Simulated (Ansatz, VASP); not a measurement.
## H24CO11 in VASP and in Ansatz

```
O H C
1.0
     7.15960    0.00000    0.00000
     0.00000    7.15960    0.00000
     0.00000    0.00000    7.15960
O H C
11 24 1
Cartesian
  3.6408 1.5565 6.8391
  1.5257 6.9358 3.7412
  6.4519 3.0761 2.9987
  5.9087 0.7587 1.4815
  4.8878 5.5959 2.6080
  0.2640 5.9106 7.2824
  2.6041 4.6492 5.3486
  2.6956 6.4121 1.1621
  5.2086 6.4335 5.2174
  5.8829 2.0394 5.5342
  1.9584 2.4844 3.7240
  4.4201 1.8603 6.2753
  2.9847 2.2745 6.7426
  1.8722 6.2311 4.3348
  1.8952 6.7214 2.8515
  6.2925 2.2621 2.4499
  7.4383 3.0934 3.0819
  5.5819 -0.0428 1.9725
  5.1258 1.0651 0.9725
  4.0930 5.5972 2.0148
  5.4038 4.7707 2.4637
  -0.1242 5.7525 6.4040
  -0.2313 6.6922 7.6176
  3.5776 4.6357 5.2818
  2.3090 3.8429 4.8520
  2.9818 7.2117 0.6655
  1.9005 6.0859 0.6524
  4.3553 6.7354 5.5849
  5.0199 6.1713 4.2809
  6.0288 2.4825 4.6586
  5.9975 1.0857 5.3238
  3.7349 3.3905 3.1716
  1.7100 1.5373 3.9114
  3.8629 1.6385 3.4925
  3.1093 2.2231 1.9729
  3.2340 2.4245 3.0456
```

Alike in both runs: functional PBE; dispersion D3(BJ); k mesh 1 × 1 × 1; occupations fermi-dirac, width 0.02 eV; no spin polarisation.

Ansatz relaxed the structure, and its values are those at the end. VASP's run is a single point on that final structure, the one shown.

|  | VASP | Ansatz |
| --- | --- | --- |
| version | VASP 6.6.1 | Ansatz 0.2.0 |
| potentials or method | VASP PAW PBE potentials, release 64 (O, H, C), cutoff 520 eV | scalar-relativistic, plane waves, PAW |
| valence electrons in the cell | 94 | 94 |

VASP gave:

- rms of the force components (eV/Å): 0.069

What did Ansatz give for the same quantities?

rms of the force components (eV/Å): 0.079.
